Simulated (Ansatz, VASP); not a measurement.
**As3O2 in VASP and in Ansatz**

```xyz
5
Lattice="4.9366 -2.3628 0.0000 4.9366 2.3628 0.0000 0.0000 0.0000 3.7673" Properties=species:S:1:pos:R:3 pbc="T T T"
As    7.1905    0.0000    0.0000
As    2.6827    0.0000    0.0000
As    0.0000    0.0000    0.0000
O     4.9366    0.0000    0.0000
O     4.9366    0.0000    1.8836
```

Alike in both runs: functional PBE; k mesh 4 × 4 × 6; occupations gaussian, width 0.1 eV; no spin polarisation.

Ansatz relaxed the structure, and its values are those at the end. VASP's run is a single point on that final structure, the one shown.

|  | VASP | Ansatz |
| --- | --- | --- |
| version | VASP 6.6.1 | Ansatz 0.2.0 |
| potentials or method | VASP PAW PBE potentials, release 64 (As, O), cutoff 520 eV | scalar-relativistic, plane waves, PAW |
| valence electrons in the cell | 27 | 57 |

Ansatz gave:

- gap on the k mesh at the Fermi level (eV): none
- pressure (GPa): 0.0
- rms of the force components (eV/Å): 0.006

Problem. Estimate VASP's values.

Solution. gap on the k mesh at the Fermi level (eV): none; pressure (GPa): 0.1; rms of the force components (eV/Å): 0.014.

A gap of «none» marks a metal or a gap that the smearing closes. VASP's potentials hold 27 valence electrons a cell and Ansatz's 57, so a difference there can come from the potentials and not from the codes.

The k mesh is coarse, so the values compare programs but aren't converged.
